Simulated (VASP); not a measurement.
Write the native input for VASP 6.6.1 that does the following.

```yaml
Task: single point
Functional: LDA
Potentials_or_basis: VASP PAW LDA potentials, release 64 (Na_pv, H)
Cutoff: 520 eV
k_mesh: 9 × 9 × 9
Occupations: gaussian, width 0.1 eV
Spin: no spin polarisation
Dipole_correction: no
Further_INCAR_settings: ALGO = Normal; EDIFF = 1e-06; NBANDS = 11
```

The structure of NaH lies in POSCAR:

```
NaH
1.0
    0.0000000000      2.4400000000      2.4400000000
    2.4400000000      0.0000000000      2.4400000000
    2.4400000000      2.4400000000      0.0000000000
Na H
1 1
Direct
    0.0000000000      0.0000000000      0.0000000000
    0.5000000000      0.5000000000      0.5000000000
```

The input as run:

INCAR

```
SYSTEM = NaH
PREC = Accurate
ENCUT = 520
EDIFF = 1E-6
ISMEAR = 0
SIGMA = 0.1
LREAL = .FALSE.
LASPH = .TRUE.
NELM = 100
ALGO = Normal
ISIF = 2
LWAVE = .FALSE.
LCHARG = .FALSE.
NBANDS = 11
```

KPOINTS

```
regular mesh
0
G
  9 9 9
  0 0 0
```

Potentials or basis: VASP PAW LDA potentials, release 64 (Na_pv, H).

Run with:

```console
$ cat potpaw_LDA.64/Na_pv/POTCAR potpaw_LDA.64/H/POTCAR > POTCAR
$ mpirun -np 1 vasp_std > vasp.out
```

Results of the run:

```
Pressure               : -2.7 GPa
Band gap on the k mesh : 3.67 eV (least direct gap 4.41 eV)
```

Caveat: an odd mesh through Γ misses points on the zone boundary, where band edges can lie.

Run time: 6.3 s on 1 thread of Intel(R) Xeon(R) Platinum 8559C (Emerald Rapids), on a shared host, peak memory 0.13 GiB.
